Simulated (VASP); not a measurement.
A run of VASP 6.6.1:

File POSCAR:

```
Ti
1.0
    2.9651549122      0.0000000000      0.0000000000
   -1.4825774561      2.5678994801      0.0000000000
    0.0000000000      0.0000000000      4.6010522356
Ti
2
Direct
    0.3333333333      0.6666666667      0.2500000000
    0.6666666667      0.3333333333      0.7500000000
```

File INCAR.step1:

```
SYSTEM = Ti
PREC = Accurate ; ENCUT = 520
ISMEAR = 0 ; SIGMA = 0.1
LREAL = .FALSE. ; LASPH = .TRUE.
NELM = 80 ; NBANDS = 19
GGA = PE ; ALGO = Normal
EDIFF = 1E-4 ; LWAVE = .TRUE.
LCHARG = .FALSE.
```

INCAR.step2

```
SYSTEM = Ti
PREC = Accurate ; ENCUT = 520
EDIFF = 1E-6 ; ISMEAR = 0
SIGMA = 0.1 ; LREAL = .FALSE.
LASPH = .TRUE. ; NELM = 80
ALGO = Normal ; ISIF = 2
LWAVE = .FALSE. ; LCHARG = .FALSE.
METAGGA = R2SCAN ; LMIXTAU = .TRUE.
NBANDS = 19 ; ISTART = 1
```

Contents of KPOINTS:

```
regular mesh
0
G
  24 24 12
  0 0 0
```

Potentials or basis: VASP PAW PBE potentials, release 64 (Ti_sv).

Run with:

```bash
$ cat potpaw_PBE.64/Ti_sv/POTCAR > POTCAR
$ cp INCAR.step1 INCAR
$ mpirun -np 1 vasp_std > vasp.out
$ cp INCAR.step2 INCAR
$ mpirun -np 1 vasp_std > vasp.out
```

Hardware: 1 thread of Intel(R) Xeon(R) Platinum 8488C (Sapphire Rapids), on a shared host.

Task: Estimate the wall time of this run.

Result: It took 9.2 min on 1 thread of Intel(R) Xeon(R) Platinum 8488C (Sapphire Rapids), with other jobs on the host, peak memory 0.34 GiB. Counts: k points 427.
